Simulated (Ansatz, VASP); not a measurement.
**Two plane-wave programs on In**

File INCAR:

```
SYSTEM = In
PREC = Accurate ; ENCUT = 520
EDIFF = 1E-6 ; ISMEAR = 0
SIGMA = 0.15 ; LREAL = .FALSE.
LASPH = .TRUE. ; NELM = 100
ALGO = Fast ; ISIF = 2
LWAVE = .FALSE. ; LCHARG = .FALSE.
GGA = PE ; NBANDS = 12
```

The input KPOINTS:

```
regular mesh
0
G
  18 18 18
  0 0 0
```

The input POSCAR:

```
In
1.0
   -1.8825252400      1.8825252400      1.8072242304
    1.8825252400     -1.8825252400      1.8072242304
    1.8825252400      1.8825252400     -1.8072242304
In
1
Direct
    0.0000000000      0.0000000000      0.0000000000
```

Input for Ansatz:

```yaml
crystal:
  lattice:
    - [-1.88252524, 1.88252524, 1.8072242304]
    - [1.88252524, -1.88252524, 1.8072242304]
    - [1.88252524, 1.88252524, -1.8072242304]
  atoms:
    - { symbol: In, position: [0.0, 0.0, 0.0] }
basis:
  ecutwfc: 420
kpoints:
  mp_grid: { grid: [18, 18, 18] }
hamiltonian:
  xc: pbe
scf:
  occupations: { method: gaussian, width: 0.15 }
output:
  forces: true
  stress: true
  eigenvalues: true
```

Change from the starting cell: strain +0.000 along x and y, -0.040 along z, atoms carried along.

Alike in both runs: task single point; functional PBE; k mesh 18 × 18 × 18; occupations gaussian, width 0.15 eV; no spin polarisation.

|  | VASP | Ansatz |
| --- | --- | --- |
| version | VASP 6.6.1 | Ansatz 0.2.0 |
| potentials or method | VASP PAW PBE potentials, release 64 (In_d), cutoff 520 eV | scalar-relativistic, plane waves, PAW |
| valence electrons in the cell | 13 | 13 |

Ansatz gave:

* gap on the k mesh at the Fermi level (eV): none
* pressure (GPa): 3.4
* traceless stress, the component that is largest in VASP (GPa): 0.07

Task: What did VASP give for the same quantities?

Result: gap on the k mesh at the Fermi level (eV): none; pressure (GPa): 3.3; traceless stress, the component that is largest in VASP (GPa): 0.08.

A gap of «none» marks a metal or a gap that the smearing closes.
